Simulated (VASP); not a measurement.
# As (Im-3m) in VASP: single point with PBE

Aim: the single point of As with PBE.

Everything below comes from runs of VASP 6.6.1. Logs are shortened: lines on timing, memory, paths and dates and some standing lists are left out, and cuts for length are marked.

### Step 1. The cell of the first run

It takes space group Im-3m (No. 229, cubic). Conventional cell: a = 3.551 Å, b = 3.551 Å, c = 3.551 Å, α = 90.00°, β = 90.00°, γ = 90.00°. As (site symmetry m-3m) has 14 As at 3.08 to 3.55 Å within 4.0 Å.

### Step 2. Single point, PBE (Sb replaced by As, lengths x 0.914, strained)

Contents of INCAR:

```
PREC = Accurate
ENCUT = 520
EDIFF = 1E-6
ISMEAR = 0
SIGMA = 0.1
LREAL = F
LASPH = T
NELM = 100
ALGO = Normal
ISIF = 2
LWAVE = F
LCHARG = F
GGA = PE
NBANDS = 8
```

Contents of KPOINTS:

```
Automatic mesh
0
Gamma
  16 16 16
```

Contents of POSCAR:

```
As
1.0
   -1.7756814405      1.7756814405      1.7756814405
    1.7756814405     -1.7756814405      1.7756814405
    1.7756814405      1.7756814405     -1.7756814405
As
1
Direct
    0.0000000000      0.0000000000      0.0000000000
```

Potentials or basis: VASP PAW PBE potentials, release 64 (As).

Run with:

```
cat potpaw_PBE.64/As/POTCAR > POTCAR
mpirun -np 1 vasp_std > vasp.out
```

OUTCAR:

```text
PREC = Accurate
   ENCUT = 520
   EDIFF = 1E-6
   ISMEAR = 0
   LREAL = F
   LASPH = T
   NELM = 100
   ISIF = 2
   GGA = PE

 ion  position               nearest neighbor table
   1  0.000  0.000  0.000-

  LATTYP: Found a body centered cubic cell.
 ALAT       =     3.5513628810

  Lattice vectors:

 A1 = (  -1.7756814405,   1.7756814405,   1.7756814405)
 A2 = (   1.7756814405,  -1.7756814405,   1.7756814405)
 A3 = (   1.7756814405,   1.7756814405,  -1.7756814405)

Analysis of symmetry for initial positions (statically):
=====================================================================
 Subroutine PRICEL returns:
 Original cell was already a primitive cell.

 Routine SETGRP: Setting up the symmetry group for a
 body centered cubic supercell.

 Subroutine GETGRP returns: Found 48 space group operations
 (whereof 48 operations were pure point group operations)
 out of a pool of 48 trial point group operations.

The static configuration has the point symmetry O_h .

Analysis of symmetry for dynamics (positions and initial velocities):
=====================================================================
 Subroutine PRICEL returns:
 Original cell was already a primitive cell.

 Routine SETGRP: Setting up the symmetry group for a
 body centered cubic supercell.

 Subroutine GETGRP returns: Found 48 space group operations
 (whereof 48 operations were pure point group operations)
 out of a pool of 48 trial point group operations.

The dynamic configuration has the point symmetry O_h .

 Subroutine INISYM returns: Found 48 space group operations
 (whereof 48 operations are pure point group operations),
 and found     1 'primitive' translations

----------------------------------------------------------------------------------------

                                     Primitive cell

  volume of cell :      22.3952

  direct lattice vectors                    reciprocal lattice vectors
    -1.775681441  1.775681441  1.775681441     0.000000000  0.281582039  0.281582039
     1.775681441 -1.775681441  1.775681441     0.281582039  0.000000000  0.281582039
     1.775681441  1.775681441 -1.775681441     0.281582039  0.281582039  0.000000000

  length of vectors
     3.075570473  3.075570473  3.075570473     0.398217138  0.398217138  0.398217138

  position of ions in fractional coordinates (direct lattice)
     0.000000000  0.000000000  0.000000000

  ion indices of the primitive-cell ions
   primitive index   ion index
                 1           1

----------------------------------------------------------------------------------------

 KPOINTS: Automatic mesh

Automatic generation of k-mesh.
 Grid dimensions read from file:
 generate k-points for:   16   16   16

 Generating k-lattice:

  Cartesian coordinates                     Fractional coordinates (reciprocal lattice)
     0.000000000  0.017598877  0.017598877     0.062500000  0.000000000  0.000000000
     0.017598877  0.000000000  0.017598877     0.000000000  0.062500000  0.000000000
     0.017598877  0.017598877  0.000000000     0.000000000  0.000000000  0.062500000

  Length of vectors
     0.024888571  0.024888571  0.024888571

  Shift w.r.t. Gamma in fractional coordinates (k-lattice)
     0.000000000  0.000000000  0.000000000

 Subroutine IBZKPT returns following result:
 ===========================================

 Found    145 irreducible k-points:

 Following reciprocal coordinates:
            Coordinates               Weight
  0.000000  0.000000  0.000000      1.000000
  0.062500  0.000000  0.000000     12.000000
  0.125000  0.000000  0.000000     12.000000
  0.187500  0.000000  0.000000     12.000000
  0.250000  0.000000  0.000000     12.000000
  0.312500  0.000000  0.000000     12.000000
[... 16 lines left out ...]
  0.187500  0.187500  0.000000     24.000000
  0.250000  0.187500  0.000000     48.000000
 [... further k-points ...]
   k-points           NKPTS =    145   k-points in BZ     NKDIM =    145   number of bands    NBANDS=      8
   number of dos      NEDOS =    301   number of ions     NIONS =      1
   total plane-waves  NPLWV =  13824
   dimension x,y,z NGX =    24 NGY =   24 NGZ =   24
   dimension x,y,z NGXF=    48 NGYF=   48 NGZF=   48
   ions per type =               1
   NGX,Y,Z   is equivalent  to a cutoff of  12.97, 12.97, 12.97 a.u.
   NGXF,Y,Z  is equivalent  to a cutoff of  25.95, 25.95, 25.95 a.u.
 SYSTEM =  unknown system
   PREC   = accura    normal or accurate (medium, high low for compatibility)
   ISTART =      0    job   : 0-new  1-cont  2-samecut
   ICHARG =      2    charge: 1-file 2-atom 10-const
   ISPIN  =      1    spin polarized calculation?
   LNONCOLLINEAR =      F non collinear calculations
   LSORBIT =      F    spin-orbit coupling
   LASPH  =      T    aspherical Exc in radial PAW
   ENCUT  =  520.0 eV  38.22 Ry    6.18 a.u.   5.72  5.72  5.72*2*pi/ulx,y,z
   NELM   =    100;   NELMIN=  2; NELMDL= -5     # of ELM steps
   EDIFF  = 0.1E-05   stopping-criterion for ELM
   LREAL  =      F    real-space projection
   EDIFFG = 0.1E-04   stopping-criterion for IOM
   NSW    =      0    number of steps for IOM
   IBRION =     -1    ionic relax: 0-MD 1-quasi-New 2-CG
   NFREE  =      0    steps in history (QN), initial steepest desc. (CG)
   ISIF   =      2    stress and relaxation
   ISYM   =      2    0-nonsym 1-usesym 2-fastsym
   POTIM  = 0.5000    time-step for ionic-motion
   TEBEG  =    0.0;   TEEND  =   0.0 temperature during run
   PSTRESS=    0.0 pullay stress
   NELECT =       5.0000    total number of electrons
   NUPDOWN=      -1.0000    fix difference up-down
   EMIN   =  10.00;   EMAX   =-10.00  energy-range for DOS
   EFERMI =   0.00;   METHOD = LEGACY
   ISMEAR =     0;   SIGMA  =   0.10  broadening in eV -4-tet -1-fermi 0-gaus
   EFERMI_NEDOS =   21; number of points for ismear=-14 and -15
   IALGO  =     38    algorithm
   IMIX   =      4    mixing-type and parameters
     AMIX     =   0.40;   BMIX     =  1.00
     AMIX_MAG =   1.60;   BMIX_MAG =  1.00
  volume/ion in A,a.u.               =      22.40       151.13
  Fermi-wavevector in a.u.,A,eV,Ry     =   0.993146  1.876774 13.419957  0.986339
  Thomas-Fermi vector in A             =   2.125007
   LORBIT       =      0    0 simple, 1 ext, 2 COOP (PROOUT), +10 PAW based schemes
   GGA     = PE    functional components
   LHFCALC =     F    Hartree Fock is set to
   AEXX    =    0.0000 exact exchange contribution
   IVDW    =     0    specifies the selected vdW correction
   LEPSILON=     F    determine dielectric tensor
   LRPA    =     F    only Hartree local field effects (RPA)
 non-spin polarized calculation
 Gauss-broadening in eV      SIGMA  =   0.10
  energy-cutoff  :      520.00
  volume of cell :       22.40
 maximum number of plane-waves:       622
   NGX = 11   NGY = 11   NGZ = 11

 number of electron       4.9999999 magnetization

 Free energy of the ion-electron system (eV)
  ---------------------------------------------------
  ext. energy  EPLUGINS =         0.00000000
  ---------------------------------------------------
  free energy    TOTEN  =        -4.12341302 eV

  energy without entropy =       -4.12094144  energy(sigma->0) =       -4.12217723

 E-fermi :   4.7057     XC(G=0): -10.0687

 val. band max:        4.6563357764   @ k =   0.2500   0.2500   0.1250
 cond. band min:       4.7200609733   @ k =   0.3125   0.1250   0.0625
 fundamental gap:      0.0637251970
 Fermi energy:         4.7057261153

 k-point     1 :       0.0000    0.0000    0.0000
  band No.  band energies     occupation
      1      -8.9963      2.00000
      2       9.4217      0.00000
      3       9.4217      0.00000
      4       9.4217      0.00000
      5      16.6371      0.00000
      6      17.0731      0.00000
      7      17.0731      0.00000
      8      17.0731      0.00000

 k-point     2 :       0.0625    0.0000    0.0000
  band No.  band energies     occupation
      1      -8.9139      2.00000
      2       8.8556      0.00000
      3       9.2220      0.00000
      4       9.3823      0.00000
      5      16.6273      0.00000
      6      16.6859      0.00000
      7      17.2684      0.00000
      8      17.4369      0.00000

 k-point     3 :       0.1250    0.0000    0.0000
  band No.  band energies     occupation
      1      -8.6683      2.00000
      2       7.5016      0.00000
      3       8.7234      0.00000
      4       9.2689      0.00000
      5      15.6549      0.00000
      6      15.9015      0.00000
      7      18.1972      0.00000
      8      18.4277      0.00000

 k-point     4 :       0.1875    0.0000    0.0000
  band No.  band energies     occupation
      1      -8.2643      2.00000
      2       5.8278      0.00000
      3       8.1069      0.00000
      4       9.0962      0.00000
      5      14.5354      0.00000
      6      15.0926      0.00000
      7      18.6677      0.00000
      8      18.7253      0.00000

 k-point     5 :       0.2500    0.0000    0.0000
  band No.  band energies     occupation
      1      -7.7129      2.00000
      2       4.0863      2.00000
      3       7.5041      0.00000
      4       8.8907      0.00000
      5      13.5823      0.00000
      6      14.3836      0.00000
      7      18.8844      0.00000
      8      19.2187      0.00000
[... 177 lines left out ...]
 k-point    22 :       0.4375    0.1250   -0.0000
  band No.  band energies     occupation
      1      -5.1426      2.00000
      2      -0.4011      2.00000
      3       4.9408      0.00089
      4       7.5954      0.00000
      5      12.8550      0.00000
      6      14.8460      0.00000
      7      20.0255      0.00000
      8      20.8205      0.00000

 k-point    23 :       0.1875    0.1875    0.0000
  band No.  band energies     occupation
      1      -6.8862      2.00000
      2       2.8783      2.00000
      3       5.4335      0.00000
      4       7.9383      0.00000
      5      14.0387      0.00000
      6      15.3341      0.00000
      7      18.8840      0.00000
      8      19.4040      0.00000

 k-point    24 :       0.2500    0.1875    0.0000
  band No.  band energies     occupation
      1      -6.2014      2.00000
      2       1.7680      2.00000
      3       4.5326      1.98564
      4       7.6550      0.00000
      5      13.8131      0.00000
      6      15.5839      0.00000
      7      18.9099      0.00000
      8      20.6465      0.00000

 [... further k-points ...]
[... 5 lines left out ...]
  --------------------------------------------------------------------------------------
  -------------------------------------------------------------------------------------
  Total       -1.3253007     -1.3253007     -1.3253007      0.0000000     -0.0000000      0.0000000
  in kB      -94.8134253    -94.8134253    -94.8134253      0.0000000     -0.0000000      0.0000000
  external PRESSURE =     -94.8134253 kB  Pullay stress =       0.0000000 kB

 VOLUME and BASIS-vectors are now :
 -----------------------------------------------------------------------------
  energy-cutoff  :      520.00
  volume of cell :       22.40
      direct lattice vectors                 reciprocal lattice vectors
    -1.775681441  1.775681441  1.775681441     0.000000000  0.281582039  0.281582039
     1.775681441 -1.775681441  1.775681441     0.281582039  0.000000000  0.281582039
     1.775681441  1.775681441 -1.775681441     0.281582039  0.281582039  0.000000000

 POSITION                                       TOTAL-FORCE (eV/Angst)
 -----------------------------------------------------------------------------------
      0.00000      0.00000      0.00000        -0.000000      0.000000      0.000000
 -----------------------------------------------------------------------------------
    total drift:                               -0.000000      0.000000     -0.000000

  FREE ENERGIE OF THE ION-ELECTRON SYSTEM (eV)
  ---------------------------------------------------
  free  energy   TOTEN  =        -4.1234130216 eV

  energy  without entropy=       -4.1209414438  energy(sigma->0) =       -4.12217723
```

Wall time 33 s (1 thread of AMD EPYC 7R13, shared host); peak memory 0.12 GiB.

Results:

* Free energy: -4.1234 eV
* Pressure: -9.5 GPa

Caveat: the cell differs from its parent crystal (Sb replaced by As, lengths x 0.914, strained).
